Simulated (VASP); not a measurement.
# BaZrO3 (Pm-3m) in VASP: single point with PBE+D4

Aim: the single point of BaZrO3 with PBE+D4.

Program: VASP 6.6.1. These are calculated values, not measurements. Logs are shortened: lines on timing, memory, paths and dates and some standing lists are left out, and cuts for length are marked.

## 1. The cell of the first run

The structure is cubic, space group Pm-3m (No. 221). Conventional cell: a = 4.191 Å, b = 4.191 Å, c = 4.191 Å, α = 90.00°, β = 90.00°, γ = 90.00°. Ba (site symmetry m-3m) has 12 O at 2.96 Å and 8 Zr at 3.63 Å within 3.9 Å. Zr (site symmetry m-3m) has 6 O at 2.10 Å within 2.8 Å. Within 2.8 Å of O (site symmetry 4/mmm) lie 2 Zr at 2.10 Å.

## 2. Single point, PBE+D4

Input file INCAR:

```
PREC = Accurate
ENCUT = 520
EDIFF = 1E-6
ISMEAR = 0
SIGMA = 0.01
LREAL = False
LASPH = True
NELM = 60
ALGO = Normal
ISIF = 2
LWAVE = False
LCHARG = True
GGA = PE
IVDW = 13
LELF = True
LVHAR = True
NBANDS = 28
```

Input file KPOINTS:

```
Automatic mesh
0
Gamma
  5 5 5
```

Input file POSCAR:

```
BaZrO3
1.0
    4.1913400000      0.0000000000      0.0000000000
    0.0000000000      4.1913400000      0.0000000000
    0.0000000000      0.0000000000      4.1913400000
Ba Zr O
1 1 3
Direct
    0.0000000000      0.0000000000      0.0000000000
    0.5000000000      0.5000000000      0.5000000000
    0.0000000000      0.5000000000      0.5000000000
    0.5000000000      0.0000000000      0.5000000000
    0.5000000000      0.5000000000      0.0000000000
```

Potentials or basis: VASP PAW PBE potentials, release 64 (Ba_sv, Zr_sv, O).

Command:

```
$ cat potpaw_PBE.64/Ba_sv/POTCAR potpaw_PBE.64/Zr_sv/POTCAR potpaw_PBE.64/O/POTCAR > POTCAR
$ mpirun -np 1 vasp_std > vasp.out
```

OUTCAR:

```text
PREC = Accurate
   ENCUT = 520
   EDIFF = 1E-6
   ISMEAR = 0
   LREAL = False
   LASPH = True
   NELM = 60
   ISIF = 2
   GGA = PE
   IVDW = 13

 ion  position               nearest neighbor table
   1  0.000  0.000  0.000-   3 2.96   4 2.96   5 2.96   3 2.96   4 2.96   3 2.96   5 2.96   3 2.96
                             4 2.96   5 2.96   4 2.96   5 2.96   2 3.63   2 3.63   2 3.63   2 3.63
   2  0.500  0.500  0.500-   3 2.10   4 2.10   5 2.10   5 2.10   4 2.10   3 2.10   1 3.63   1 3.63
                             1 3.63   1 3.63   1 3.63   1 3.63   1 3.63   1 3.63
   3  0.000  0.500  0.500-   2 2.10   2 2.10   1 2.96   1 2.96   1 2.96   1 2.96
   4  0.500  0.000  0.500-   2 2.10   2 2.10   1 2.96   1 2.96   1 2.96   1 2.96
   5  0.500  0.500  0.000-   2 2.10   2 2.10   1 2.96   1 2.96   1 2.96   1 2.96

  LATTYP: Found a simple cubic cell.
 ALAT       =     4.1913400000

  Lattice vectors:

 A1 = (   4.1913400000,   0.0000000000,   0.0000000000)
 A2 = (   0.0000000000,   4.1913400000,   0.0000000000)
 A3 = (   0.0000000000,   0.0000000000,   4.1913400000)

Analysis of symmetry for initial positions (statically):
=====================================================================
 Subroutine PRICEL returns:
 Original cell was already a primitive cell.

 Routine SETGRP: Setting up the symmetry group for a
 simple cubic supercell.

 Subroutine GETGRP returns: Found 48 space group operations
 (whereof 48 operations were pure point group operations)
 out of a pool of 48 trial point group operations.

The static configuration has the point symmetry O_h .

Analysis of symmetry for dynamics (positions and initial velocities):
=====================================================================
 Subroutine PRICEL returns:
 Original cell was already a primitive cell.

 Routine SETGRP: Setting up the symmetry group for a
 simple cubic supercell.

 Subroutine GETGRP returns: Found 48 space group operations
 (whereof 48 operations were pure point group operations)
 out of a pool of 48 trial point group operations.

The dynamic configuration has the point symmetry O_h .

 Subroutine INISYM returns: Found 48 space group operations
 (whereof 48 operations are pure point group operations),
 and found     1 'primitive' translations

----------------------------------------------------------------------------------------

                                     Primitive cell

  volume of cell :      73.6307

  direct lattice vectors                    reciprocal lattice vectors
     4.191340000  0.000000000  0.000000000     0.238587182  0.000000000  0.000000000
[... 81 lines left out ...]
   IBRION =     -1    ionic relax: 0-MD 1-quasi-New 2-CG
   NFREE  =      0    steps in history (QN), initial steepest desc. (CG)
   ISIF   =      2    stress and relaxation
   ISYM   =      2    0-nonsym 1-usesym 2-fastsym
   POTIM  = 0.5000    time-step for ionic-motion
   TEBEG  =    0.0;   TEEND  =   0.0 temperature during run
   PSTRESS=    0.0 pullay stress
   NELECT =      40.0000    total number of electrons
   NUPDOWN=      -1.0000    fix difference up-down
   EMIN   =  10.00;   EMAX   =-10.00  energy-range for DOS
   EFERMI =   0.00;   METHOD = LEGACY
   ISMEAR =     0;   SIGMA  =   0.01  broadening in eV -4-tet -1-fermi 0-gaus
   EFERMI_NEDOS =   21; number of points for ismear=-14 and -15
   IALGO  =     38    algorithm
   IMIX   =      4    mixing-type and parameters
     AMIX     =   0.40;   BMIX     =  1.00
     AMIX_MAG =   1.60;   BMIX_MAG =  1.00
  volume/ion in A,a.u.               =      14.73        99.38
  Fermi-wavevector in a.u.,A,eV,Ry     =   1.335802  2.524299 24.277770  1.784366
  Thomas-Fermi vector in A             =   2.464478
   LORBIT       =      0    0 simple, 1 ext, 2 COOP (PROOUT), +10 PAW based schemes
   GGA     = PE    functional components
   LHFCALC =     F    Hartree Fock is set to
   AEXX    =    0.0000 exact exchange contribution
   IVDW    =    13    specifies the selected vdW correction
   LEPSILON=     F    determine dielectric tensor
   LRPA    =     F    only Hartree local field effects (RPA)
 non-spin polarized calculation
 Gauss-broadening in eV      SIGMA  =   0.01
  energy-cutoff  :      520.00
  volume of cell :       73.63
 maximum number of plane-waves:      1993
 NGX is ok and might be reduce to    32
   NGX = 15   NGY = 15   NGZ = 15

 number of electron      40.0000000 magnetization

 Free energy of the ion-electron system (eV)
  ---------------------------------------------------
  ext. energy  EPLUGINS =         0.00000000
  ---------------------------------------------------
  free energy    TOTEN  =       -41.68482507 eV

  energy without entropy =      -41.68482507  energy(sigma->0) =      -41.68482507

 E-fermi :   3.7316     XC(G=0): -10.7713

 val. band max:        3.6854276199   @ k =   0.4000   0.4000   0.4000
 cond. band min:       6.9780142330   @ k =   0.0000   0.0000   0.0000
 fundamental gap:      3.2925866131
 Fermi energy:         3.7315770409

 k-point     1 :       0.0000    0.0000    0.0000
  band No.  band energies     occupation
      1     -43.2310      2.00000
      2     -21.5265      2.00000
      3     -21.3920      2.00000
      4     -21.3920      2.00000
      5     -21.3920      2.00000
      6     -12.5822      2.00000
[... 299 lines left out ...]
     27      12.5680      0.00000
     28      12.5680      0.00000

------------------------ aborting loop because EDIFF is reached ----------------------------------------

  DFT-D4 for vdW energy calculation

  Edisp (eV):   -1.00120

  FORCE on cell =-STRESS in cart. coord.  units (eV):
  Direction    XX          YY          ZZ          XY          YZ          ZX
  --------------------------------------------------------------------------------------
  -------------------------------------------------------------------------------------
  Total       1.29580     1.29580     1.29580     0.00000     0.00000    -0.00000
  in kB      28.19626    28.19626    28.19626     0.00000     0.00000    -0.00000
  external pressure =       28.20 kB  Pullay stress =        0.00 kB

 VOLUME and BASIS-vectors are now :
 -----------------------------------------------------------------------------
  energy-cutoff  :      520.00
  volume of cell :       73.63
      direct lattice vectors                 reciprocal lattice vectors
     4.191340000  0.000000000  0.000000000     0.238587182  0.000000000  0.000000000
     0.000000000  4.191340000  0.000000000     0.000000000  0.238587182  0.000000000
     0.000000000  0.000000000  4.191340000     0.000000000  0.000000000  0.238587182

 POSITION                                       TOTAL-FORCE (eV/Angst)
 -----------------------------------------------------------------------------------
      0.00000      0.00000      0.00000         0.000000      0.000000      0.000000
      2.09567      2.09567      2.09567         0.000000      0.000000      0.000000
      0.00000      2.09567      2.09567         0.000000      0.000000      0.000000
      2.09567      0.00000      2.09567         0.000000      0.000000      0.000000
      2.09567      2.09567      0.00000         0.000000      0.000000      0.000000
 -----------------------------------------------------------------------------------
    total drift:                                0.000000     -0.000000     -0.000000

  FREE ENERGIE OF THE ION-ELECTRON SYSTEM (eV)
  ---------------------------------------------------
  free  energy   TOTEN  =       -42.6860280565 eV

  energy  without entropy=      -42.6860280565  energy(sigma->0) =      -42.68602806
```

OSZICAR:

```text
N       E                     dE             d eps       ncg     rms          rms(c)
DAV:   1     0.307654996374E+03    0.30765E+03   -0.22049E+04   560   0.141E+03
DAV:   2    -0.284625697931E+02   -0.33612E+03   -0.32465E+03   684   0.350E+02
DAV:   3    -0.486952306394E+02   -0.20233E+02   -0.20159E+02   864   0.808E+01
DAV:   4    -0.492500681533E+02   -0.55484E+00   -0.55419E+00   780   0.105E+01
DAV:   5    -0.492590042637E+02   -0.89361E-02   -0.89355E-02   764   0.112E+00    0.289E+01
DAV:   6    -0.417733484758E+02    0.74857E+01   -0.38064E+01   632   0.383E+01    0.127E+01
DAV:   7    -0.416976784621E+02    0.75670E-01   -0.27638E+00   808   0.912E+00    0.779E+00
DAV:   8    -0.416866823862E+02    0.10996E-01   -0.32332E-01   652   0.414E+00    0.669E-01
DAV:   9    -0.416834946143E+02    0.31878E-02   -0.58817E-02   808   0.132E+00    0.508E-01
DAV:  10    -0.416851452631E+02   -0.16506E-02   -0.15292E-02   776   0.100E+00    0.242E-01
DAV:  11    -0.416847688262E+02    0.37644E-03   -0.19608E-03   676   0.355E-01    0.382E-02
DAV:  12    -0.416848285881E+02   -0.59762E-04   -0.18120E-04   656   0.923E-02    0.427E-02
DAV:  13    -0.416848248989E+02    0.36893E-05   -0.28438E-05   816   0.349E-02    0.518E-03
DAV:  14    -0.416848250653E+02   -0.16645E-06   -0.35666E-06   644   0.135E-02
   1 F= -.42686028E+02 E0= -.42686028E+02  d E =-.203299E-12
```

Run time: 10 s. Hardware: 1 thread of Intel Xeon 6975P-C (Granite Rapids), shared host; peak memory 0.19 GiB.

Results:

| Item | Value |
| --- | --- |
| Free energy | -42.6860 eV |
| Pressure | 2.8 GPa |
| Band gap on the k mesh | 3.29 eV, indirect (least direct gap 3.41 eV) |
| Dispersion energy per atom | -0.200 eV |

Caveat: spin-orbit coupling is left out, which moves the levels of the heavy elements.
